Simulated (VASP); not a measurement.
# RbTe2P3 (P3m1) in VASP: notebook

Runs on RbTe2P3. Level: PBE. Tasks: single point, relaxation of cell and atoms.

Program: VASP 6.6.1. These are calculated values, not measurements. Logs are shortened: lines on timing, memory, paths and dates and some standing lists are left out, and cuts for length are marked.

### Step 1. The cell of the first run

It takes space group P3m1 (No. 156, trigonal). The conventional cell has a = 5.042 Å, b = 5.042 Å, c = 7.964 Å, α = 90.00°, β = 90.00°, γ = 120.00°. Within 3.9 Å of Rb (site symmetry 3m) lie 4 P at 2.95 to 3.09 Å and 6 Te at 3.24 to 3.68 Å. Te (site symmetry 3m) has 3 Rb at 3.24 Å and 9 P at 3.36 to 3.92 Å and 2 Te at 3.66 to 4.30 Å within 4.3 Å. Te (site symmetry 3m) has 9 P at 3.36 to 3.92 Å and 2 Te at 3.66 to 4.30 Å and 3 Rb at 3.68 Å within 4.4 Å. Within 3.9 Å of P (site symmetry 3m) lie 3 Rb at 2.95 Å and 6 Te at 3.40 to 3.48 Å and 1 P at 3.43 Å. Within 4.0 Å of P (site symmetry 3m) lie 4 P at 3.06 to 3.43 Å and 6 Te at 3.36 to 3.92 Å. P (site symmetry 3m) has 3 P at 3.06 Å and 1 Rb at 3.09 Å and 6 Te at 3.36 to 3.92 Å within 4.0 Å.

### Step 2. Single point, PBE

File INCAR:

```
PREC = Accurate
ENCUT = 520
EDIFF = 1E-7
ISMEAR = 0
SIGMA = 0.1
LREAL = False
LASPH = True
NELM = 80
ALGO = Normal
ISIF = 2
LWAVE = False
LCHARG = False
GGA = PE
NBANDS = 27
```

File KPOINTS:

```
Automatic mesh
0
Gamma
  6 6 2
```

File POSCAR:

```
RbTe2P3
1.0
    5.0416297200      0.0000000000      0.0000000000
   -2.5208148600      4.3661794200      0.0000000000
    0.0000000000      0.0000000000      7.9641944100
Rb Te P
1 2 3
Direct
    0.0000000000      0.0000000000      0.4545550000
    0.3333333300      0.6666666700      0.2770279900
    0.3333333300      0.6666666700      0.7371630100
    0.6666666700      0.3333333300      0.5164589900
    0.6666666700      0.3333333300      0.9477250000
    0.0000000000      0.0000000000      0.0670700000
```

Potentials or basis: VASP PAW PBE potentials, release 64 (Rb_sv, Te, P).

On the command line:

```
cat potpaw_PBE.64/Rb_sv/POTCAR potpaw_PBE.64/Te/POTCAR potpaw_PBE.64/P/POTCAR > POTCAR
mpirun -np 1 vasp_std > vasp.out
```

OUTCAR:

```text
PREC = Accurate
   ENCUT = 520
   EDIFF = 1E-7
   ISMEAR = 0
   LREAL = False
   LASPH = True
   NELM = 80
   ISIF = 2
   GGA = PE

 ion  position               nearest neighbor table
   1  0.000  0.000  0.455-   4 2.95   4 2.95   4 2.95   6 3.09   2 3.24   2 3.24   2 3.24   3 3.68
                             3 3.68   3 3.68
   2  0.333  0.667  0.277-   1 3.24   1 3.24   1 3.24   3 3.66
   3  0.333  0.667  0.737-   2 3.66   1 3.68   1 3.68   1 3.68
   4  0.667  0.333  0.516-   1 2.95   1 2.95   1 2.95
   5  0.667  0.333  0.948-
   6  0.000  0.000  0.067-   1 3.09

  LATTYP: Found a hexagonal cell.
 ALAT       =     5.0416297200
 C/A-ratio  =     1.5796865007

  Lattice vectors:

 A1 = (   5.0416297200,   0.0000000000,   0.0000000000)
 A2 = (  -2.5208148600,   4.3661794200,   0.0000000000)
 A3 = (   0.0000000000,   0.0000000000,   7.9641944100)

Analysis of symmetry for initial positions (statically):
=====================================================================
 Subroutine PRICEL returns:
 Original cell was already a primitive cell.

 Routine SETGRP: Setting up the symmetry group for a
 hexagonal supercell.

 Subroutine GETGRP returns: Found  6 space group operations
 (whereof  6 operations were pure point group operations)
 out of a pool of 24 trial point group operations.

The static configuration has the point symmetry C_3v.

Analysis of symmetry for dynamics (positions and initial velocities):
=====================================================================
 Subroutine PRICEL returns:
 Original cell was already a primitive cell.

 Routine SETGRP: Setting up the symmetry group for a
 hexagonal supercell.

 Subroutine GETGRP returns: Found  6 space group operations
 (whereof  6 operations were pure point group operations)
 out of a pool of 24 trial point group operations.

The dynamic configuration has the point symmetry C_3v.

 Subroutine INISYM returns: Found  6 space group operations
 (whereof  6 operations are pure point group operations),
 and found     1 'primitive' translations

----------------------------------------------------------------------------------------

                                     Primitive cell

  volume of cell :     175.3131

  direct lattice vectors                    reciprocal lattice vectors
     5.041629720  0.000000000  0.000000000     0.198348561  0.114516595  0.000000000
    -2.520814860  4.366179420  0.000000000     0.000000000  0.229033190  0.000000000
     0.000000000  0.000000000  7.964194410     0.000000000  0.000000000  0.125561978

  length of vectors
     5.041629720  5.041629725  7.964194410     0.229033190  0.229033190  0.125561978

  position of ions in fractional coordinates (direct lattice)
     0.000000000  0.000000000  0.454555000
     0.333333330  0.666666670  0.277027990
     0.333333330  0.666666670  0.737163010
     0.666666670  0.333333330  0.516458990
     0.666666670  0.333333330  0.947725000
     0.000000000  0.000000000  0.067070000

  ion indices of the primitive-cell ions
   primitive index   ion index
                 1           1
                 2           2
                 3           3
                 4           4
                 5           5
                 6           6

----------------------------------------------------------------------------------------

 KPOINTS: Automatic mesh

Automatic generation of k-mesh.
 Grid dimensions read from file:
 generate k-points for:    6    6    2

 Generating k-lattice:

  Cartesian coordinates                     Fractional coordinates (reciprocal lattice)
     0.033058093  0.019086099  0.000000000     0.166666667 -0.000000000  0.000000000
     0.000000000  0.038172198  0.000000000     0.000000000  0.166666667  0.000000000
     0.000000000  0.000000000  0.062780989     0.000000000  0.000000000  0.500000000

  Length of vectors
     0.038172198  0.038172198  0.062780989

  Shift w.r.t. Gamma in fractional coordinates (k-lattice)
     0.000000000  0.000000000  0.000000000

 Subroutine IBZKPT returns following result:
 ===========================================

 Found     14 irreducible k-points:

 Following reciprocal coordinates:
            Coordinates               Weight
  0.000000  0.000000  0.000000      1.000000
  0.166667  0.000000  0.000000      6.000000
  0.333333  0.000000  0.000000      6.000000
  0.500000  0.000000  0.000000      3.000000
  0.166667  0.166667  0.000000      6.000000
  0.333333  0.166667  0.000000     12.000000
  0.333333  0.333333  0.000000      2.000000
  0.000000  0.000000  0.500000      1.000000
  0.166667  0.000000  0.500000      6.000000
  0.333333  0.000000  0.500000      6.000000
  0.500000  0.000000  0.500000      3.000000
  0.166667  0.166667  0.500000      6.000000
  0.333333  0.166667  0.500000     12.000000
  0.333333  0.333333  0.500000      2.000000
   k-points           NKPTS =     14   k-points in BZ     NKDIM =     14   number of bands    NBANDS=     27
   number of dos      NEDOS =    301   number of ions     NIONS =      6
   total plane-waves  NPLWV =  96000
   dimension x,y,z NGX =    40 NGY =   40 NGZ =   60
   dimension x,y,z NGXF=    80 NGYF=   80 NGZF=  120
   ions per type =               1   2   3
   NGX,Y,Z   is equivalent  to a cutoff of  13.19, 13.19, 12.52 a.u.
   NGXF,Y,Z  is equivalent  to a cutoff of  26.38, 26.38, 25.05 a.u.
 SYSTEM =  unknown system
   PREC   = accura    normal or accurate (medium, high low for compatibility)
   ISTART =      0    job   : 0-new  1-cont  2-samecut
   ICHARG =      2    charge: 1-file 2-atom 10-const
   ISPIN  =      1    spin polarized calculation?
   LNONCOLLINEAR =      F non collinear calculations
   LSORBIT =      F    spin-orbit coupling
   LASPH  =      T    aspherical Exc in radial PAW
   ENCUT  =  520.0 eV  38.22 Ry    6.18 a.u.   9.37  9.37 14.81*2*pi/ulx,y,z
   NELM   =     80;   NELMIN=  2; NELMDL= -5     # of ELM steps
   EDIFF  = 0.1E-06   stopping-criterion for ELM
   LREAL  =      F    real-space projection
   EDIFFG = 0.1E-05   stopping-criterion for IOM
   NSW    =      0    number of steps for IOM
   IBRION =     -1    ionic relax: 0-MD 1-quasi-New 2-CG
   NFREE  =      0    steps in history (QN), initial steepest desc. (CG)
   ISIF   =      2    stress and relaxation
   ISYM   =      2    0-nonsym 1-usesym 2-fastsym
   POTIM  = 0.5000    time-step for ionic-motion
   TEBEG  =    0.0;   TEEND  =   0.0 temperature during run
   PSTRESS=    0.0 pullay stress
   NELECT =      36.0000    total number of electrons
   NUPDOWN=      -1.0000    fix difference up-down
   EMIN   =  10.00;   EMAX   =-10.00  energy-range for DOS
   EFERMI =   0.00;   METHOD = LEGACY
   ISMEAR =     0;   SIGMA  =   0.10  broadening in eV -4-tet -1-fermi 0-gaus
   EFERMI_NEDOS =   21; number of points for ismear=-14 and -15
   IALGO  =     38    algorithm
   IMIX   =      4    mixing-type and parameters
     AMIX     =   0.40;   BMIX     =  1.00
     AMIX_MAG =   1.60;   BMIX_MAG =  1.00
  volume/ion in A,a.u.               =      29.22       197.18
  Fermi-wavevector in a.u.,A,eV,Ry     =   0.965838  1.825169 12.692095  0.932843
  Thomas-Fermi vector in A             =   2.095588
   LORBIT       =      0    0 simple, 1 ext, 2 COOP (PROOUT), +10 PAW based schemes
   GGA     = PE    functional components
   LHFCALC =     F    Hartree Fock is set to
   AEXX    =    0.0000 exact exchange contribution
   IVDW    =     0    specifies the selected vdW correction
   LEPSILON=     F    determine dielectric tensor
   LRPA    =     F    only Hartree local field effects (RPA)
 non-spin polarized calculation
 Gauss-broadening in eV      SIGMA  =   0.10
  energy-cutoff  :      520.00
  volume of cell :      175.31
 maximum number of plane-waves:      4741
 NGX is ok and might be reduce to    40
   NGX = 19   NGY = 19   NGZ = 29

 number of electron      35.9999999 magnetization

 Free energy of the ion-electron system (eV)
  ---------------------------------------------------
  ext. energy  EPLUGINS =         0.00000000
  ---------------------------------------------------
  free energy    TOTEN  =       -17.63272394 eV

  energy without entropy =      -17.58382537  energy(sigma->0) =      -17.60827465

 E-fermi :   3.6978     XC(G=0):  -9.0184

 val. band max:        3.6759422835   @ k =   0.1667   0.0000   0.0000
 cond. band min:       3.7195206088   @ k =   0.1667   0.0000   0.5000
 fundamental gap:      0.0435783253
 Fermi energy:         3.6978084668

 k-point     1 :       0.0000    0.0000    0.0000
  band No.  band energies     occupation
      1     -22.4319      2.00000
      2      -7.9985      2.00000
      3      -7.5366      2.00000
      4      -6.8561      2.00000
      5      -6.8561      2.00000
      6      -6.2897      2.00000
[... 19 lines left out ...]
     26       8.4941      0.00000
     27       8.4941      0.00000

 k-point     2 :       0.1667    0.0000    0.0000
  band No.  band energies     occupation
      1     -22.4294      2.00000
      2      -8.0315      2.00000
      3      -7.4461      2.00000
      4      -6.9666      2.00000
      5      -6.8790      2.00000
      6      -6.0362      2.00000
[... 19 lines left out ...]
     26       8.7857      0.00000
     27       9.4274      0.00000

 k-point     3 :       0.3333    0.0000    0.0000
  band No.  band energies     occupation
      1     -22.4243      2.00000
      2      -8.1293      2.00000
      3      -7.2152      2.00000
      4      -6.9238      2.00000
      5      -6.8508      2.00000
      6      -6.1451      2.00000
[... 294 lines left out ...]
      1     -22.4218      2.00000
      2      -8.0502      2.00000
      3      -7.3009      2.00000
      4      -7.1310      2.00000
      5      -6.6500      2.00000
      6      -6.0720      2.00000
[... 19 lines left out ...]
     26       9.6840      0.00000
     27      10.0342      0.00000

 k-point    14 :       0.3333    0.3333    0.5000
  band No.  band energies     occupation
      1     -22.4205      2.00000
      2      -7.8759      2.00000
      3      -7.6535      2.00000
      4      -6.9305      2.00000
      5      -6.7548      2.00000
      6      -5.8969      2.00000
[... 19 lines left out ...]
     26       9.9888      0.00000
     27      10.2409      0.00000

------------------------ aborting loop because EDIFF is reached ----------------------------------------

  FORCE on cell =-STRESS in cart. coord.  units (eV):
  Direction    XX          YY          ZZ          XY          YZ          ZX
  --------------------------------------------------------------------------------------
  -------------------------------------------------------------------------------------
  Total       -5.3930097     -5.3930097     -1.8085233      0.0000000      0.0000000      0.0000000
  in kB      -49.2864352    -49.2864353    -16.5280004      0.0000000      0.0000000      0.0000000
  external PRESSURE =     -38.3669570 kB  Pullay stress =       0.0000000 kB

 VOLUME and BASIS-vectors are now :
 -----------------------------------------------------------------------------
  energy-cutoff  :      520.00
  volume of cell :      175.31
      direct lattice vectors                 reciprocal lattice vectors
     5.041629720  0.000000000  0.000000000     0.198348561  0.114516595  0.000000000
    -2.520814860  4.366179420  0.000000000     0.000000000  0.229033190  0.000000000
     0.000000000  0.000000000  7.964194410     0.000000000  0.000000000  0.125561978

 POSITION                                       TOTAL-FORCE (eV/Angst)
 -----------------------------------------------------------------------------------
      0.00000      0.00000      3.62016        -0.000000      0.000000      0.896685
     -0.00000      2.91079      2.20630         0.000000     -0.000000     -1.334654
     -0.00000      2.91079      5.87091        -0.000000      0.000000      0.314605
      2.52081      1.45539      4.11318        -0.000000     -0.000000      0.938019
      2.52081      1.45539      7.54787        -0.000000      0.000000     -0.112760
      0.00000      0.00000      0.53416        -0.000000      0.000000     -0.701895
 -----------------------------------------------------------------------------------
    total drift:                                0.000003     -0.000002     -0.000289

  FREE ENERGIE OF THE ION-ELECTRON SYSTEM (eV)
  ---------------------------------------------------
  free  energy   TOTEN  =       -17.6327239359 eV

  energy  without entropy=      -17.5838253660  energy(sigma->0) =      -17.60827465
```

Run time: 38 s. Hardware: 1 thread of Intel Xeon 6975P-C (Granite Rapids), shared host; peak memory 0.32 GiB.

Results:

```
Free energy            : -17.6327 eV
Pressure               : -3.8 GPa
Largest force          : 1.335 eV/Å
Band gap on the k mesh : zero (band 18 reaches 3.82 eV, above the bottom of band 19 at 3.33 eV)
```

Forces in eV/Å, atoms in the order of the input:
```
Rb   0.000  0.000  0.897
Te   0.000  0.000 -1.335
Te   0.000  0.000  0.315
P    0.000  0.000  0.938
P    0.000  0.000 -0.113
P    0.000  0.000 -0.702
```

Stress tensor (GPa, compression positive):
```
-4.93  0.00  0.00
 0.00 -4.93  0.00
 0.00  0.00 -1.65
```

Caveat: the k points lie up to 0.39 Å⁻¹ apart; spin-orbit coupling is left out, which moves the levels of the heavy elements; forces of over 1 eV/Å act on the atoms, so gaps and moduli don't describe the material at rest.

(Part 1 of 2 ends here.)
